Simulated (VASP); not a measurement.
Wanted: the native input for a VASP 6.6.1 run.

| Property | Result |
| --- | --- |
| Task | single point |
| Functional | LDA |
| Potentials or basis | VASP PAW LDA potentials, release 64 (Sn_d, Te) |
| Cutoff | 520 eV |
| k mesh | 10 × 10 × 10 |
| Occupations | gaussian, width 0.03 eV |
| Spin | no spin polarisation |
| Dipole correction | no |
| Further INCAR settings | ALGO = Normal; EDIFF = 1e-06; NBANDS = 17 |

The structure of SnTe lies in POSCAR:

```
SnTe
1.0
   -0.3332213491      2.9989921423      2.9989921423
    2.9989921423     -0.3332213491      2.9989921423
    2.9989921423      2.9989921423     -0.3332213491
Sn Te
1 1
Direct
    0.0000000000      0.0000000000      0.0000000000
    0.5000000000      0.5000000000      0.5000000000
```

This cell differs from its parent crystal: ratio of the length along [111] to the lengths across it x 0.85, volume and fractional coordinates fixed.

These files were run (other wordings do the same):

INCAR

```
ALGO = Normal
EDIFF = 1E-6
ENCUT = 520
GGA = CA
ISIF = 2
ISMEAR = 0
LASPH = T
LCHARG = F
LREAL = F
LWAVE = F
NBANDS = 17
NELM = 60
PREC = Accurate
SIGMA = 0.03
```

KPOINTS

```
k-points
0
Gamma
  10 10 10
```

Potentials or basis: VASP PAW LDA potentials, release 64 (Sn_d, Te).

The run is started by

```console
$ cat potpaw_LDA.64/Sn_d/POTCAR potpaw_LDA.64/Te/POTCAR > POTCAR
$ mpirun -np 1 vasp_std > vasp.out
```

It gave:

```json
{"Pressure": "-2.3 GPa", "Band gap on the k mesh": "zero (bands 10 and 11 overlap by 0.77 eV)"}
```

Caveat: semilocal functionals underestimate gaps, and a narrow one can read as zero; spin-orbit coupling is left out, which moves the levels of the heavy elements.

It took 93 s on 1 thread of Intel Xeon 8259CL (shared host), peak memory 0.25 GiB.
